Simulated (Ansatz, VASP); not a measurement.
**InSb in VASP and in Ansatz**

File INCAR:

```
SYSTEM = InSb
  PREC = Accurate
  ENCUT = 520
  EDIFF = 1E-8
  ISMEAR = -1
  SIGMA = 0.08
  LREAL = .False.
  LASPH = .True.
  NELM = 100
  ALGO = Normal
  ISIF = 2
  LWAVE = .False.
  LCHARG = .False.
  GGA = PE
  LEFG = .True.
  NBANDS = 16
```

The input KPOINTS:

```
Automatic mesh
0
Gamma
  12 12 12
  0 0 0
```

POSCAR

```
InSb
1.0
    0.0000000000      3.0906676970      3.0444237753
    3.0906676970      0.0000000000      3.0444237753
    3.0906676970      3.0906676970      0.0000000000
In Sb
1 1
Direct
    0.0000000000      0.0000000000      0.0000000000
    0.5000000000      0.5000000000      0.5000000000
```

Input for Ansatz:

```yaml
crystal:
  lattice:
    - [0.0, 3.090667697, 3.0444237753]
    - [3.090667697, 0.0, 3.0444237753]
    - [3.090667697, 3.090667697, 0.0]
  atoms:
    - { symbol: In, position: [0.0, 0.0, 0.0] }
    - { symbol: Sb, position: [0.5, 0.5, 0.5] }
kpoints:
  mp_grid: { grid: [12, 12, 12] }
scf:
  occupations: { method: fermi_dirac, width: 0.08 }
hamiltonian:
  xc: pbe
  pseudopotentials: { kind: paw }
output:
  forces: true
  stress: true
  eigenvalues: true
  efg: { contact_densities: true }
```

Change from the starting cell: z stretched by -1 % at fixed volume, PAW files.

Alike in both runs: task electric field gradients; functional PBE; k mesh 12 × 12 × 12; occupations fermi-dirac, width 0.08 eV; no spin polarisation.

|  | VASP | Ansatz |
| --- | --- | --- |
| version | VASP 6.6.1 | Ansatz 0.2.0 |
| potentials or method | VASP PAW PBE potentials, release 64 (In_d, Sb) | PAW with Ansatz's default frozen-core files, scalar-relativistic |
| plane-wave cutoff (eV) | 520 | 420 |
| valence electrons in the cell | 18 | 28 |

```tsv
	VASP	Ansatz	Ansatz less VASP
pressure (GPa)	0.0	0.0	+0.02
traceless stress, the component that is largest in VASP (GPa)	0.88	0.88	0.000
size of Vzz on the site where it differs most (V/Å²)	3.1	2.0	-1.11
```

The functional is the same, so the differences come from potentials, cutoffs and numerics. VASP's potentials hold 18 valence electrons a cell and Ansatz's 28, so a difference there can come from the potentials and not from the codes.

Spin-orbit coupling is off throughout.
